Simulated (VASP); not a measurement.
# BN (P6_3/mmc) in VASP: a series of runs

The runs below take BN through single point, with PBEsol.

Program: VASP 6.6.1. These are calculated values, not measurements. Logs are shortened: lines on timing, memory, paths and dates and some standing lists are left out, and cuts for length are marked.

**1. The cell of the first run**

Symmetry: P6_3/mmc, No. 194, hexagonal system. The conventional cell has a = 2.524 Å, b = 2.524 Å, c = 7.090 Å, α = 90.00°, β = 90.00°, γ = 120.00°. B (site symmetry -6m2) has 3 N at 1.46 Å within 1.9 Å. Within 1.9 Å of N (site symmetry -6m2) lie 3 B at 1.46 Å.

**2. Single point, PBEsol (volume 9.776 Å^3 an atom, c/a of the conventional cell 2.8094)**

Input file INCAR:

```
ALGO = Normal
EDIFF = 1E-6
ENCUT = 520
GGA = PS
ISIF = 2
ISMEAR = 0
LASPH = T
LCHARG = T
LELF = T
LREAL = F
LVHAR = T
LWAVE = F
NBANDS = 16
NELM = 60
PREC = Accurate
SIGMA = 0.05
```

Input file KPOINTS:

```
k-points
0
Gamma
  12 12 4
```

Input file POSCAR:

```
BN
1.0
    2.5236312710      0.0000000000      0.0000000000
   -1.2618156355      2.1855287904      0.0000000000
    0.0000000000      0.0000000000      7.0898778371
B N
2 2
Direct
    0.3333333333      0.6666666667      0.2500000000
    0.6666666667      0.3333333333      0.7500000000
    0.3333333333      0.6666666667      0.7500000000
    0.6666666667      0.3333333333      0.2500000000
```

Potentials or basis: VASP PAW PBE potentials, release 64 (B, N).

Launch:

```
$ cat potpaw_PBE.64/B/POTCAR potpaw_PBE.64/N/POTCAR > POTCAR
$ mpirun -np 1 vasp_std > vasp.out
```

OUTCAR:

```text
EDIFF = 1E-6
   ENCUT = 520
   GGA = PS
   ISIF = 2
   ISMEAR = 0
   LASPH = T
   LREAL = F
   NELM = 60
   PREC = Accurate

 ion  position               nearest neighbor table
   1  0.333  0.667  0.250-   4 1.46   4 1.46   4 1.46
   2  0.667  0.333  0.750-   3 1.46   3 1.46   3 1.46
   3  0.333  0.667  0.750-   2 1.46   2 1.46   2 1.46
   4  0.667  0.333  0.250-   1 1.46   1 1.46   1 1.46

  LATTYP: Found a hexagonal cell.
 ALAT       =     2.5236312710
 C/A-ratio  =     2.8093953021

  Lattice vectors:

 A1 = (   2.5236312710,   0.0000000000,   0.0000000000)
 A2 = (  -1.2618156355,   2.1855287904,   0.0000000000)
 A3 = (   0.0000000000,   0.0000000000,   7.0898778371)

Analysis of symmetry for initial positions (statically):
=====================================================================
 Subroutine PRICEL returns:
 Original cell was already a primitive cell.

 Routine SETGRP: Setting up the symmetry group for a
 hexagonal supercell.

 Subroutine GETGRP returns: Found 24 space group operations
 (whereof 12 operations were pure point group operations)
 out of a pool of 24 trial point group operations.

The static configuration has the point symmetry D_3d.
 The point group associated with its full space group is D_6h.

Analysis of symmetry for dynamics (positions and initial velocities):
=====================================================================
 Subroutine PRICEL returns:
 Original cell was already a primitive cell.

 Routine SETGRP: Setting up the symmetry group for a
 hexagonal supercell.

 Subroutine GETGRP returns: Found 24 space group operations
 (whereof 12 operations were pure point group operations)
 out of a pool of 24 trial point group operations.

The dynamic configuration has the point symmetry D_3d.
 The point group associated with its full space group is D_6h.

 Subroutine INISYM returns: Found 24 space group operations
 (whereof 12 operations are pure point group operations),
 and found     1 'primitive' translations

----------------------------------------------------------------------------------------

                                     Primitive cell

  volume of cell :      39.1040

  direct lattice vectors                    reciprocal lattice vectors
     2.523631271  0.000000000  0.000000000     0.396254402  0.228777586  0.000000000
    -1.261815636  2.185528790  0.000000000     0.000000000  0.457555171  0.000000000
     0.000000000  0.000000000  7.089877837     0.000000000  0.000000000  0.141046154

  length of vectors
     2.523631271  2.523631271  7.089877837     0.457555171  0.457555171  0.141046154

  position of ions in fractional coordinates (direct lattice)
     0.333333333  0.666666667  0.250000000
     0.666666667  0.333333333  0.750000000
     0.333333333  0.666666667  0.750000000
     0.666666667  0.333333333  0.250000000

  ion indices of the primitive-cell ions
   primitive index   ion index
                 1           1
                 2           2
                 3           3
                 4           4

----------------------------------------------------------------------------------------

 KPOINTS: k-points

Automatic generation of k-mesh.
 Grid dimensions read from file:
 generate k-points for:   12   12    4

 Generating k-lattice:

  Cartesian coordinates                     Fractional coordinates (reciprocal lattice)
     0.033021200  0.019064799  0.000000000     0.083333333 -0.000000000  0.000000000
     0.000000000  0.038129598  0.000000000     0.000000000  0.083333333  0.000000000
     0.000000000  0.000000000  0.035261538     0.000000000  0.000000000  0.250000000

  Length of vectors
     0.038129598  0.038129598  0.035261538

  Shift w.r.t. Gamma in fractional coordinates (k-lattice)
     0.000000000  0.000000000  0.000000000

 Subroutine IBZKPT returns following result:
 ===========================================

 Found     57 irreducible k-points:

 Following reciprocal coordinates:
            Coordinates               Weight
  0.000000  0.000000  0.000000      1.000000
  0.083333  0.000000  0.000000      6.000000
  0.166667  0.000000  0.000000      6.000000
  0.250000 -0.000000  0.000000      6.000000
  0.333333 -0.000000  0.000000      6.000000
  0.416667 -0.000000  0.000000      6.000000
[... 16 lines left out ...]
  0.250000 -0.000000  0.250000     12.000000
  0.333333 -0.000000  0.250000     12.000000
 [... further k-points ...]
   k-points           NKPTS =     57   k-points in BZ     NKDIM =     57   number of bands    NBANDS=     16
   number of dos      NEDOS =    301   number of ions     NIONS =      4
   total plane-waves  NPLWV =  21600
   dimension x,y,z NGX =    20 NGY =   20 NGZ =   54
   dimension x,y,z NGXF=    40 NGYF=   40 NGZF=  108
   ions per type =               2   2
   NGX,Y,Z   is equivalent  to a cutoff of  13.18, 13.18, 12.66 a.u.
   NGXF,Y,Z  is equivalent  to a cutoff of  26.35, 26.35, 25.32 a.u.
 SYSTEM =  unknown system
   PREC   = accura    normal or accurate (medium, high low for compatibility)
   ISTART =      0    job   : 0-new  1-cont  2-samecut
   ICHARG =      2    charge: 1-file 2-atom 10-const
   ISPIN  =      1    spin polarized calculation?
   LNONCOLLINEAR =      F non collinear calculations
   LSORBIT =      F    spin-orbit coupling
   LASPH  =      T    aspherical Exc in radial PAW
   ENCUT  =  520.0 eV  38.22 Ry    6.18 a.u.   4.69  4.69 13.18*2*pi/ulx,y,z
   NELM   =     60;   NELMIN=  2; NELMDL= -5     # of ELM steps
   EDIFF  = 0.1E-05   stopping-criterion for ELM
   LREAL  =      F    real-space projection
   EDIFFG = 0.1E-04   stopping-criterion for IOM
   NSW    =      0    number of steps for IOM
   IBRION =     -1    ionic relax: 0-MD 1-quasi-New 2-CG
   NFREE  =      0    steps in history (QN), initial steepest desc. (CG)
   ISIF   =      2    stress and relaxation
   ISYM   =      2    0-nonsym 1-usesym 2-fastsym
   POTIM  = 0.5000    time-step for ionic-motion
   TEBEG  =    0.0;   TEEND  =   0.0 temperature during run
   PSTRESS=    0.0 pullay stress
   NELECT =      16.0000    total number of electrons
   NUPDOWN=      -1.0000    fix difference up-down
   EMIN   =  10.00;   EMAX   =-10.00  energy-range for DOS
   EFERMI =   0.00;   METHOD = LEGACY
   ISMEAR =     0;   SIGMA  =   0.05  broadening in eV -4-tet -1-fermi 0-gaus
   EFERMI_NEDOS =   21; number of points for ismear=-14 and -15
   IALGO  =     38    algorithm
   IMIX   =      4    mixing-type and parameters
     AMIX     =   0.40;   BMIX     =  1.00
     AMIX_MAG =   1.60;   BMIX_MAG =  1.00
  volume/ion in A,a.u.               =       9.78        65.97
  Fermi-wavevector in a.u.,A,eV,Ry     =   1.215368  2.296712 20.097426  1.477119
  Thomas-Fermi vector in A             =   2.350757
   LORBIT       =      0    0 simple, 1 ext, 2 COOP (PROOUT), +10 PAW based schemes
   GGA     = PS    functional components
   LHFCALC =     F    Hartree Fock is set to
   AEXX    =    0.0000 exact exchange contribution
   IVDW    =     0    specifies the selected vdW correction
   LEPSILON=     F    determine dielectric tensor
   LRPA    =     F    only Hartree local field effects (RPA)
 non-spin polarized calculation
 Gauss-broadening in eV      SIGMA  =   0.05
  energy-cutoff  :      520.00
  volume of cell :       39.10
 maximum number of plane-waves:      1071
 NGX is ok and might be reduce to    20
   NGX =  9   NGY =  9   NGZ = 27

 number of electron      15.9999999 magnetization

 Free energy of the ion-electron system (eV)
  ---------------------------------------------------
  ext. energy  EPLUGINS =         0.00000000
  ---------------------------------------------------
  free energy    TOTEN  =       -36.55889780 eV

  energy without entropy =      -36.55889780  energy(sigma->0) =      -36.55889780

 E-fermi :   1.7923     XC(G=0):  -9.8141

 val. band max:        1.5897121397   @ k =   0.3333   0.3333   0.5000
 cond. band min:       5.8257963824   @ k =   0.5000  -0.0000   0.0000
 fundamental gap:      4.2360842427
 Fermi energy:         1.7922643967

 k-point     1 :       0.0000    0.0000    0.0000
  band No.  band energies     occupation
      1     -15.9785      2.00000
      2     -15.7961      2.00000
      3      -4.3224      2.00000
      4      -2.7407      2.00000
      5       0.2547      2.00000
      6       0.2547      2.00000
[... 8 lines left out ...]
     15      13.0328      0.00000
     16      14.2276      0.00000

 k-point     2 :       0.0833    0.0000    0.0000
  band No.  band energies     occupation
      1     -15.8451      2.00000
      2     -15.6656      2.00000
      3      -4.1393      2.00000
      4      -2.5730      2.00000
      5      -0.2988      2.00000
      6      -0.2852      2.00000
[... 8 lines left out ...]
     15      13.6014      0.00000
     16      13.7628      0.00000

 k-point     3 :       0.1667    0.0000    0.0000
  band No.  band energies     occupation
      1     -15.4520      2.00000
      2     -15.2818      2.00000
      3      -3.5971      2.00000
      4      -2.0793      2.00000
      5      -1.6999      2.00000
      6      -1.6834      2.00000
[... 8 lines left out ...]
     15      15.0803      0.00000
     16      15.1519      0.00000

 k-point     4 :       0.2500   -0.0000    0.0000
  band No.  band energies     occupation
      1     -14.8259      2.00000
      2     -14.6717      2.00000
      3      -3.4754      2.00000
      4      -3.4455      2.00000
      5      -2.7211      2.00000
      6      -1.3426      2.00000
[... 8 lines left out ...]
     15      16.0120      0.00000
     16      17.3043      0.00000

 k-point     5 :       0.3333   -0.0000    0.0000
  band No.  band energies     occupation
      1     -14.0336      2.00000
      2     -13.9049      2.00000
      3      -5.2420      2.00000
      4      -5.1977      2.00000
      5      -1.9603      2.00000
      6      -1.9260      2.00000
[... 8 lines left out ...]
     15      16.7834      0.00000
     16      19.7926      0.00000

 k-point     6 :       0.4167   -0.0000    0.0000
  band No.  band energies     occupation
      1     -13.2465      2.00000
      2     -13.1597      2.00000
      3      -6.6511      2.00000
      4      -6.6026      2.00000
      5      -2.3654      2.00000
      6      -2.3294      2.00000
[... 8 lines left out ...]
     15      16.0028      0.00000
     16      19.2502      0.00000

 k-point     7 :       0.5000   -0.0000    0.0000
  band No.  band energies     occupation
      1     -12.8632      2.00000
      2     -12.8212      2.00000
      3      -7.2297      2.00000
      4      -7.1882      2.00000
      5      -2.5055      2.00000
      6      -2.4690      2.00000
[... 8 lines left out ...]
     15      16.1988      0.00000
     16      18.8841      0.00000

 k-point     8 :       0.0833    0.0833    0.0000
  band No.  band energies     occupation
      1     -15.5817      2.00000
      2     -15.4084      2.00000
      3      -3.7766      2.00000
      4      -2.2421      2.00000
      5      -1.2042      2.00000
      6      -1.2006      2.00000
[... 8 lines left out ...]
     15      14.3826      0.00000
     16      15.0303      0.00000

 k-point     9 :       0.1667    0.0833    0.0000
  band No.  band energies     occupation
      1     -15.0709      2.00000
      2     -14.9101      2.00000
      3      -3.0663      2.00000
      4      -2.6838      2.00000
      5      -2.6681      2.00000
      6      -1.6013      2.00000
[... 8 lines left out ...]
     15      15.6515      0.00000
     16      15.7272      0.00000
[... 172 lines left out ...]
 k-point    19 :       0.3333    0.3333    0.0000
  band No.  band energies     occupation
      1     -12.2691      2.00000
      2     -12.2691      2.00000
      3      -6.2755      2.00000
      4      -6.1757      2.00000
      5      -5.5094      2.00000
      6      -5.5094      2.00000
[... 8 lines left out ...]
     15      17.1373      0.00000
     16      18.7729      0.00000

 k-point    20 :       0.0000    0.0000    0.2500
  band No.  band energies     occupation
      1     -15.9528      2.00000
      2     -15.8238      2.00000
      3      -4.1262      2.00000
      4      -3.0194      2.00000
      5       0.2575      2.00000
      6       0.2575      2.00000
[... 8 lines left out ...]
     15      13.4102      0.00000
     16      14.1296      0.00000

 k-point    21 :       0.0833    0.0000    0.2500
  band No.  band energies     occupation
      1     -15.8198      2.00000
      2     -15.6929      2.00000
      3      -3.9450      2.00000
      4      -2.8491      2.00000
      5      -0.2956      2.00000
      6      -0.2853      2.00000
[... 8 lines left out ...]
     15      13.6728      0.00000
     16      13.7648      0.00000

 k-point    22 :       0.1667    0.0000    0.2500
  band No.  band energies     occupation
      1     -15.4279      2.00000
      2     -15.3076      2.00000
      3      -3.4099      2.00000
      4      -2.3539      2.00000
      5      -1.6928      2.00000
      6      -1.6749      2.00000
[... 8 lines left out ...]
     15      15.0904      0.00000
     16      15.1411      0.00000

 k-point    23 :       0.2500   -0.0000    0.2500
  band No.  band energies     occupation
      1     -14.8040      2.00000
      2     -14.6950      2.00000
      3      -3.4773      2.00000
      4      -3.4537      2.00000
      5      -2.5329      2.00000
      6      -1.5346      2.00000
[... 8 lines left out ...]
     15      17.2048      0.00000
     16      17.3139      0.00000

 k-point    24 :       0.3333   -0.0000    0.2500
  band No.  band energies     occupation
      1     -14.0152      2.00000
      2     -13.9242      2.00000
      3      -5.2371      2.00000
      4      -5.2057      2.00000
      5      -1.9554      2.00000
      6      -1.9311      2.00000
[... 8 lines left out ...]
     15      17.6890      0.00000
     16      19.6093      0.00000

 [... further k-points ...]
[... 5 lines left out ...]
  --------------------------------------------------------------------------------------
  -------------------------------------------------------------------------------------
  Total       -1.7265197     -1.7265197     -0.0500610     -0.0000000     -0.0000000      0.0000000
  in kB      -70.7393281    -70.7393281     -2.0511104     -0.0000000     -0.0000000      0.0000000
  external PRESSURE =     -47.8432556 kB  Pullay stress =       0.0000000 kB

 VOLUME and BASIS-vectors are now :
 -----------------------------------------------------------------------------
  energy-cutoff  :      520.00
  volume of cell :       39.10
      direct lattice vectors                 reciprocal lattice vectors
     2.523631271  0.000000000  0.000000000     0.396254402  0.228777586  0.000000000
    -1.261815636  2.185528790  0.000000000     0.000000000  0.457555171  0.000000000
     0.000000000  0.000000000  7.089877837     0.000000000  0.000000000  0.141046154

 POSITION                                       TOTAL-FORCE (eV/Angst)
 -----------------------------------------------------------------------------------
     -0.00000      1.45702      1.77247        -0.000000      0.000000      0.000000
      1.26182      0.72851      5.31741         0.000000     -0.000000      0.000000
     -0.00000      1.45702      5.31741         0.000000      0.000000      0.000000
      1.26182      0.72851      1.77247        -0.000000      0.000000      0.000000
 -----------------------------------------------------------------------------------
    total drift:                               -0.000000      0.000000      0.000000

  FREE ENERGIE OF THE ION-ELECTRON SYSTEM (eV)
  ---------------------------------------------------
  free  energy   TOTEN  =       -36.5588978037 eV

  energy  without entropy=      -36.5588978037  energy(sigma->0) =      -36.55889780
```

Wall time 24 s (1 thread of Intel Xeon Platinum 8559C (Emerald Rapids), shared host); peak memory 0.16 GiB.

What came out:

```yaml
Free_energy: -36.5589 eV
Pressure: -4.8 GPa
Band_gap_on_the_k_mesh: 4.24 eV, indirect (least direct gap 4.54 eV)
```

Stress tensor (GPa, compression positive):
```
-7.07  0.00  0.00
 0.00 -7.07  0.00
 0.00  0.00 -0.21
```

Caveat: the PAW data sets were made with another functional, which shifts forces and pressure a little; this functional lacks dispersion, which binds the layers, so the pressure and a relaxed spacing across them are unreliable. A k mesh can miss the band edges.

(Continued in part 2 of 2.)
